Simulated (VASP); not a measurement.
# Zn3H (Fm-3m) in VASP: further runs

Runs on Zn3H. Level: PBE. Tasks: single point, relaxation of the atoms.

Everything below comes from runs of VASP 6.6.1. Logs are shortened: lines on timing, memory, paths and dates and some standing lists are left out, and cuts for length are marked.

## 1. The cell of the first run

It takes space group Fm-3m (No. 225, cubic). The conventional cell has a = 5.993 Å, b = 5.993 Å, c = 5.993 Å, α = 90.00°, β = 90.00°, γ = 90.00°. Zn (site symmetry m-3m) has 8 Zn at 2.60 Å and 6 H at 3.00 Å within 3.4 Å. Within 3.4 Å of Zn (site symmetry -43m) lie 10 Zn at 2.60 to 3.00 Å and 4 H at 2.60 Å. H (site symmetry m-3m) has 14 Zn at 2.60 to 3.00 Å within 3.4 Å.

## 2. Single point, PBE

The input, INCAR:

```
PREC = Accurate
ENCUT = 520
EDIFF = 1E-6
ISMEAR = -1
SIGMA = 0.05
LREAL = F
LASPH = T
NELM = 80
ALGO = Normal
ISIF = 2
LWAVE = F
LCHARG = T
GGA = PE
LELF = T
LVHAR = T
NBANDS = 26
```

The input, KPOINTS:

```
Automatic mesh
0
Gamma
  6 6 6
```

The input, POSCAR:

```
Zn3H
1.0
    0.0000000000      2.9965800000      2.9965800000
    2.9965800000      0.0000000000      2.9965800000
    2.9965800000      2.9965800000      0.0000000000
Zn H
3 1
Direct
    0.5000000000      0.5000000000      0.5000000000
    0.2500000000      0.2500000000      0.2500000000
    0.7500000000      0.7500000000      0.7500000000
    0.0000000000      0.0000000000      0.0000000000
```

Potentials or basis: VASP PAW PBE potentials, release 64 (Zn, H).

Started as:

```bash
cat potpaw_PBE.64/Zn/POTCAR potpaw_PBE.64/H/POTCAR > POTCAR
mpirun -np 1 vasp_std > vasp.out
```

OUTCAR:

```text
PREC = Accurate
   ENCUT = 520
   EDIFF = 1E-6
   ISMEAR = -1
   LREAL = F
   LASPH = T
   NELM = 80
   ISIF = 2
   GGA = PE

 ion  position               nearest neighbor table
   1  0.500  0.500  0.500-   2 2.60   2 2.60   2 2.60   2 2.60   3 2.60   3 2.60   3 2.60   3 2.60

   2  0.250  0.250  0.250-   1 2.60   1 2.60   1 2.60   1 2.60   3 3.00   3 3.00   3 3.00   3 3.00
                             3 3.00   3 3.00
   3  0.750  0.750  0.750-   1 2.60   1 2.60   1 2.60   1 2.60   2 3.00   2 3.00   2 3.00   2 3.00
                             2 3.00   2 3.00
   4  0.000  0.000  0.000-

  LATTYP: Found a face centered cubic cell.
 ALAT       =     5.9931600000

  Lattice vectors:

 A1 = (   0.0000000000,   2.9965800000,   2.9965800000)
 A2 = (   2.9965800000,   0.0000000000,   2.9965800000)
 A3 = (   2.9965800000,   2.9965800000,   0.0000000000)

Analysis of symmetry for initial positions (statically):
=====================================================================
 Subroutine PRICEL returns:
 Original cell was already a primitive cell.

 Routine SETGRP: Setting up the symmetry group for a
 face centered cubic supercell.

 Subroutine GETGRP returns: Found 48 space group operations
 (whereof 48 operations were pure point group operations)
 out of a pool of 48 trial point group operations.

The static configuration has the point symmetry O_h .

Analysis of symmetry for dynamics (positions and initial velocities):
=====================================================================
 Subroutine PRICEL returns:
 Original cell was already a primitive cell.

 Routine SETGRP: Setting up the symmetry group for a
 face centered cubic supercell.

 Subroutine GETGRP returns: Found 48 space group operations
 (whereof 48 operations were pure point group operations)
 out of a pool of 48 trial point group operations.

The dynamic configuration has the point symmetry O_h .

 Subroutine INISYM returns: Found 48 space group operations
 (whereof 48 operations are pure point group operations),
 and found     1 'primitive' translations

----------------------------------------------------------------------------------------

                                     Primitive cell

  volume of cell :      53.8155

  direct lattice vectors                    reciprocal lattice vectors
     0.000000000  2.996580000  2.996580000    -0.166856884  0.166856884  0.166856884
     2.996580000  0.000000000  2.996580000     0.166856884 -0.166856884  0.166856884
     2.996580000  2.996580000  0.000000000     0.166856884  0.166856884 -0.166856884

  length of vectors
     4.237804077  4.237804077  4.237804077     0.289004600  0.289004600  0.289004600

  position of ions in fractional coordinates (direct lattice)
     0.500000000  0.500000000  0.500000000
     0.250000000  0.250000000  0.250000000
     0.750000000  0.750000000  0.750000000
     0.000000000  0.000000000  0.000000000

  ion indices of the primitive-cell ions
   primitive index   ion index
                 1           1
                 2           2
                 3           3
                 4           4

----------------------------------------------------------------------------------------

 KPOINTS: Automatic mesh

Automatic generation of k-mesh.
 Grid dimensions read from file:
 generate k-points for:    6    6    6

 Generating k-lattice:

  Cartesian coordinates                     Fractional coordinates (reciprocal lattice)
    -0.027809481  0.027809481  0.027809481     0.166666667  0.000000000  0.000000000
     0.027809481 -0.027809481  0.027809481     0.000000000  0.166666667  0.000000000
     0.027809481  0.027809481 -0.027809481     0.000000000  0.000000000  0.166666667

  Length of vectors
     0.048167433  0.048167433  0.048167433

  Shift w.r.t. Gamma in fractional coordinates (k-lattice)
     0.000000000  0.000000000  0.000000000

 Subroutine IBZKPT returns following result:
 ===========================================

 Found     16 irreducible k-points:

 Following reciprocal coordinates:
            Coordinates               Weight
  0.000000  0.000000  0.000000      1.000000
  0.166667  0.000000  0.000000      8.000000
  0.333333  0.000000  0.000000      8.000000
  0.500000  0.000000  0.000000      4.000000
  0.166667  0.166667  0.000000      6.000000
  0.333333  0.166667  0.000000     24.000000
[... 8 lines left out ...]
 -0.333333  0.333333  0.166667     24.000000
 -0.333333  0.500000  0.166667     12.000000
   k-points           NKPTS =     16   k-points in BZ     NKDIM =     16   number of bands    NBANDS=     26
   number of dos      NEDOS =    301   number of ions     NIONS =      4
   total plane-waves  NPLWV =  32768
   dimension x,y,z NGX =    32 NGY =   32 NGZ =   32
   dimension x,y,z NGXF=    64 NGYF=   64 NGZF=   64
   ions per type =               3   1
   NGX,Y,Z   is equivalent  to a cutoff of  12.55, 12.55, 12.55 a.u.
   NGXF,Y,Z  is equivalent  to a cutoff of  25.11, 25.11, 25.11 a.u.
 SYSTEM =  unknown system
   PREC   = accura    normal or accurate (medium, high low for compatibility)
   ISTART =      0    job   : 0-new  1-cont  2-samecut
   ICHARG =      2    charge: 1-file 2-atom 10-const
   ISPIN  =      1    spin polarized calculation?
   LNONCOLLINEAR =      F non collinear calculations
   LSORBIT =      F    spin-orbit coupling
   LASPH  =      T    aspherical Exc in radial PAW
   ENCUT  =  520.0 eV  38.22 Ry    6.18 a.u.   7.88  7.88  7.88*2*pi/ulx,y,z
   NELM   =     80;   NELMIN=  2; NELMDL= -5     # of ELM steps
   EDIFF  = 0.1E-05   stopping-criterion for ELM
   LREAL  =      F    real-space projection
   EDIFFG = 0.1E-04   stopping-criterion for IOM
   NSW    =      0    number of steps for IOM
   IBRION =     -1    ionic relax: 0-MD 1-quasi-New 2-CG
   NFREE  =      0    steps in history (QN), initial steepest desc. (CG)
   ISIF   =      2    stress and relaxation
   ISYM   =      2    0-nonsym 1-usesym 2-fastsym
   POTIM  = 0.5000    time-step for ionic-motion
   TEBEG  =    0.0;   TEEND  =   0.0 temperature during run
   PSTRESS=    0.0 pullay stress
   NELECT =      37.0000    total number of electrons
   NUPDOWN=      -1.0000    fix difference up-down
   EMIN   =  10.00;   EMAX   =-10.00  energy-range for DOS
   EFERMI =   0.00;   METHOD = LEGACY
   ISMEAR =    -1;   SIGMA  =   0.05  broadening in eV -4-tet -1-fermi 0-gaus
   EFERMI_NEDOS =   21; number of points for ismear=-14 and -15
   IALGO  =     38    algorithm
   IMIX   =      4    mixing-type and parameters
     AMIX     =   0.40;   BMIX     =  1.00
     AMIX_MAG =   1.60;   BMIX_MAG =  1.00
  volume/ion in A,a.u.               =      13.45        90.79
  Fermi-wavevector in a.u.,A,eV,Ry     =   1.444906  2.730476 28.405600  2.087753
  Thomas-Fermi vector in A             =   2.563148
   LORBIT       =      0    0 simple, 1 ext, 2 COOP (PROOUT), +10 PAW based schemes
   GGA     = PE    functional components
   LHFCALC =     F    Hartree Fock is set to
   AEXX    =    0.0000 exact exchange contribution
   IVDW    =     0    specifies the selected vdW correction
   LEPSILON=     F    determine dielectric tensor
   LRPA    =     F    only Hartree local field effects (RPA)
 non-spin polarized calculation
  energy-cutoff  :      520.00
  volume of cell :       53.82
 maximum number of plane-waves:      1464
   NGX = 15   NGY = 15   NGZ = 15

 number of electron      36.9999978 magnetization

 Free energy of the ion-electron system (eV)
  ---------------------------------------------------
  ext. energy  EPLUGINS =         0.00000000
  ---------------------------------------------------
  free energy    TOTEN  =        -4.77001494 eV

  energy without entropy =       -4.75651904  energy(sigma->0) =       -4.76326699

 E-fermi :   2.1351     XC(G=0): -10.9856

 val. band max:        2.1241984216   @ k =   0.5000   0.5000   0.0000
 cond. band min:       2.1676963302   @ k =  -0.3333   0.3333   0.0000
 fundamental gap:      0.0434979085
 Fermi energy:         2.1350671149

 k-point     1 :       0.0000    0.0000    0.0000
  band No.  band energies     occupation
      1      -7.6584      2.00000
      2      -5.8126      2.00000
      3      -5.8126      2.00000
      4      -5.6313      2.00000
      5      -5.6313      2.00000
      6      -5.6313      2.00000
[... 18 lines left out ...]
     25       9.6296      0.00000
     26       9.6296      0.00000

 k-point     2 :       0.1667    0.0000    0.0000
  band No.  band energies     occupation
      1      -7.3087      2.00000
      2      -5.7653      2.00000
      3      -5.7653      2.00000
      4      -5.6839      2.00000
      5      -5.6620      2.00000
      6      -5.6620      2.00000
[... 18 lines left out ...]
     25       9.1568      0.00000
     26       9.1568      0.00000

 k-point     3 :       0.3333    0.0000    0.0000
  band No.  band energies     occupation
      1      -6.3695      2.00000
      2      -5.7112      2.00000
      3      -5.7112      2.00000
      4      -5.6994      2.00000
      5      -5.6434      2.00000
      6      -5.6434      2.00000
[... 18 lines left out ...]
     25      10.8728      0.00000
     26      10.8728      0.00000

 k-point     4 :       0.5000    0.0000    0.0000
  band No.  band energies     occupation
      1      -5.7557      2.00000
      2      -5.7298      2.00000
      3      -5.7298      2.00000
      4      -5.6213      2.00000
      5      -5.5620      2.00000
      6      -5.5620      2.00000
[... 18 lines left out ...]
     25      13.3696      0.00000
     26      13.3696      0.00000
[... 264 lines left out ...]
      1      -5.9191      2.00000
      2      -5.7940      2.00000
      3      -5.7499      2.00000
      4      -5.6985      2.00000
      5      -5.6194      2.00000
      6      -5.5079      2.00000
[... 18 lines left out ...]
     25      11.9115      0.00000
     26      12.4418      0.00000

 k-point    15 :      -0.3333    0.3333    0.1667
  band No.  band energies     occupation
      1      -5.8538      2.00000
      2      -5.8259      2.00000
      3      -5.7024      2.00000
      4      -5.7003      2.00000
      5      -5.5942      2.00000
      6      -5.3918      2.00000
[... 18 lines left out ...]
     25      11.6442      0.00000
     26      13.3790      0.00000

 k-point    16 :      -0.3333    0.5000    0.1667
  band No.  band energies     occupation
      1      -5.8843      2.00000
      2      -5.8181      2.00000
      3      -5.7979      2.00000
      4      -5.6967      2.00000
      5      -5.5024      2.00000
      6      -5.2799      2.00000
[... 18 lines left out ...]
     25      13.5769      0.00000
     26      14.7969      0.00000

------------------------ aborting loop because EDIFF is reached ----------------------------------------

  FORCE on cell =-STRESS in cart. coord.  units (eV):
  Direction    XX          YY          ZZ          XY          YZ          ZX
  --------------------------------------------------------------------------------------
  -------------------------------------------------------------------------------------
  Total        0.0906698      0.0906698      0.0906698      0.0000000      0.0000000      0.0000000
  in kB        2.6993895      2.6993895      2.6993895      0.0000000      0.0000000      0.0000000
  external PRESSURE =       2.6993895 kB  Pullay stress =       0.0000000 kB

 VOLUME and BASIS-vectors are now :
 -----------------------------------------------------------------------------
  energy-cutoff  :      520.00
  volume of cell :       53.82
      direct lattice vectors                 reciprocal lattice vectors
     0.000000000  2.996580000  2.996580000    -0.166856884  0.166856884  0.166856884
     2.996580000  0.000000000  2.996580000     0.166856884 -0.166856884  0.166856884
     2.996580000  2.996580000  0.000000000     0.166856884  0.166856884 -0.166856884

 POSITION                                       TOTAL-FORCE (eV/Angst)
 -----------------------------------------------------------------------------------
      2.99658      2.99658      2.99658         0.000000     -0.000000      0.000000
      1.49829      1.49829      1.49829         0.000000      0.000000      0.000000
      4.49487      4.49487      4.49487        -0.000000     -0.000000     -0.000000
      0.00000      0.00000      0.00000         0.000000     -0.000000      0.000000
 -----------------------------------------------------------------------------------
    total drift:                               -0.000000     -0.000000      0.000000

  FREE ENERGIE OF THE ION-ELECTRON SYSTEM (eV)
  ---------------------------------------------------
  free  energy   TOTEN  =        -4.7700149401 eV

  energy  without entropy=       -4.7565190424  energy(sigma->0) =       -4.76326699
```

Wall time 24 s (1 thread of Oxide Virtual Turin-like, shared host); peak memory 0.14 GiB.

What came out:

- Free energy: -4.7700 eV
- Pressure: 0.3 GPa

Levels at points of the mesh, in eV from the Fermi level:
```
           k point  band 16  band 17  band 18  band 19  band 20  band 21
(0.00, 0.00, 0.00)    -6.81     0.33     3.34     3.34     3.34     3.76
(0.50, 0.00, 0.00)    -6.21    -5.70     0.46     1.85     1.85     2.91
(0.50, 0.50, 0.00)    -5.35    -4.72    -1.16    -1.16    -0.99    -0.01
```

## 3. Relaxation of the atoms, PBE

The input, INCAR:

```
ALGO = Normal ; EDIFF = 1E-6
EDIFFG = -0.01 ; ENCUT = 520
GGA = PE ; IBRION = 2
ISIF = 2 ; ISMEAR = -1
LASPH = True ; LCHARG = False
LREAL = False ; LWAVE = False
NELM = 80 ; NSW = 60
PREC = Accurate ; SIGMA = 0.05
```

The input, KPOINTS:

```
k-points
0
Gamma
  6 6 6
```

POSCAR is that of step 2.

Potentials or basis: VASP PAW PBE potentials, release 64 (Zn, H).

Started as:

```bash
cat potpaw_PBE.64/Zn/POTCAR potpaw_PBE.64/H/POTCAR > POTCAR
mpirun -np 1 vasp_std > vasp.out
```

It took 26 s on 1 thread of Oxide Virtual Turin-like, shared host; peak memory 0.13 GiB.

The run converged. Its results:

* Free energy: -4.7700 eV
* Pressure after relaxing: 0.2 GPa

Final structure:
```xyz
4
Lattice="0.0000 2.9966 2.9966 2.9966 0.0000 2.9966 2.9966 2.9966 0.0000" Properties=species:S:1:pos:R:3 pbc="T T T"
Zn    2.9966    2.9966    2.9966
Zn    1.4983    1.4983    1.4983
Zn    4.4949    4.4949    4.4949
H     0.0000    0.0000    0.0000
```

Levels at points of the mesh, in eV from the Fermi level:
```csv
k point,band 15,band 16,band 17,band 18,band 19,band 20,band 21,band 22
"(0.00, 0.00, 0.00)",-6.81,-6.81,0.33,3.34,3.34,3.34,3.76,4.18
"(0.50, 0.00, 0.00)",-6.81,-6.21,-5.70,0.46,1.85,1.85,2.91,3.76
"(0.50, 0.50, 0.00)",-6.76,-5.35,-4.72,-1.16,-1.16,-0.99,-0.01,9.07
```

Caveat: the relaxation stopped at its first step, so nothing moved.
